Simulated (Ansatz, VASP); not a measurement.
**Two plane-wave programs on HRh6**

INCAR

```
PREC = Accurate ; ENCUT = 520
EDIFF = 1E-7 ; ISMEAR = 0
SIGMA = 0.1 ; LREAL = False
LASPH = True ; NELM = 60
ALGO = Normal ; ISIF = 2
LWAVE = False ; LCHARG = False
LDIPOL = True ; IDIPOL = 3
DIPOL = 0.5 0.5 0.303 ; GGA = PE
NBANDS = 104
```

Contents of KPOINTS:

```
regular mesh
0
Gamma
  6 6 1
```

Contents of POSCAR:

```
HRh6
1.0
    5.4165863251      0.0000000000      0.0000000000
   -2.7082931626      4.6909013593      0.0000000000
    0.0000000000      0.0000000000     22.2966119230
Rh H
12 2
Direct
    0.3333333333      0.1666666667      0.1793994538
    0.3333333333      0.6666666667      0.1793994538
    0.8333333333      0.1666666667      0.1793994538
    0.8333333333      0.6666666667      0.1793994538
    0.1666666667      0.3333333333      0.2757769167
    0.1666666667      0.8333333333      0.2757769167
    0.6666666667      0.3333333333      0.2757769167
    0.6666666667      0.8333333333      0.2757769167
    0.0000000000      0.0000000000      0.3721019118
    0.0000000000      0.5000000000      0.3721019118
    0.5000000000      0.0000000000      0.3721019118
    0.5000000000      0.5000000000      0.3721019118
    0.2153584700      0.4307169401      0.4640441319
    0.2846415300      0.5692830599      0.4640441319
```

Input for Ansatz:

```yaml
crystal:
  lattice:
    - [5.4165863251, 0.0, 0.0]
    - [-2.7082931626, 4.6909013593, 0.0]
    - [0.0, 0.0, 22.296611923]
  atoms:
    - { symbol: Rh, position: [0.3333333333, 0.1666666667, 0.1793994538] }
    - { symbol: Rh, position: [0.3333333333, 0.6666666667, 0.1793994538] }
    - { symbol: Rh, position: [0.8333333333, 0.1666666667, 0.1793994538] }
    - { symbol: Rh, position: [0.8333333333, 0.6666666667, 0.1793994538] }
    - { symbol: Rh, position: [0.1666666667, 0.3333333333, 0.2757769167] }
    - { symbol: Rh, position: [0.1666666667, 0.8333333333, 0.2757769167] }
    - { symbol: Rh, position: [0.6666666667, 0.3333333333, 0.2757769167] }
    - { symbol: Rh, position: [0.6666666667, 0.8333333333, 0.2757769167] }
    - { symbol: Rh, position: [0.0, 0.0, 0.3721019118] }
    - { symbol: Rh, position: [0.0, 0.5, 0.3721019118] }
    - { symbol: Rh, position: [0.5, 0.0, 0.3721019118] }
    - { symbol: Rh, position: [0.5, 0.5, 0.3721019118] }
    - { symbol: H, position: [0.21535847, 0.4307169401, 0.4640441319] }
    - { symbol: H, position: [0.28464153, 0.5692830599, 0.4640441319] }
basis:
  ecutwfc: 420
kpoints:
  mp_grid: { grid: [6, 6, 1] }
hamiltonian:
  xc: pbe
  pseudopotentials: { kind: paw, azcp: { folder: soft_1 } }
scf:
  occupations: { method: gaussian, width: 0.1 }
output:
  forces: true
  eigenvalues: true
efield:
  axis: 3
  dipole_correction: true
  ramp_width: 0.04
```

Alike in both runs: task single point; functional PBE; k mesh 6 × 6 × 1; occupations gaussian, width 0.1 eV; no spin polarisation.

|  | VASP | Ansatz |
| --- | --- | --- |
| version | VASP 6.6.1 | Ansatz 0.2.0 |
| potentials or method | VASP PAW PBE potentials, release 64 (Rh_pv, H), cutoff 520 eV | scalar-relativistic, plane waves, PAW |
| valence electrons in the cell | 182 | 206 |

```csv
,VASP,Ansatz,Ansatz less VASP
gap on the k mesh at the Fermi level (eV),none,none,-
rms of the force components (eV/Å),1.210,1.203,-0.0071
```

Atom by atom the forces differ by 0.007 eV/Å (rms over components). A gap of «none» marks a metal or a gap that the smearing closes. With one functional, cell and mesh, what is left measures potentials, basis and numerics. VASP's potentials hold 182 valence electrons a cell and Ansatz's 206, so a difference there can come from the potentials and not from the codes.
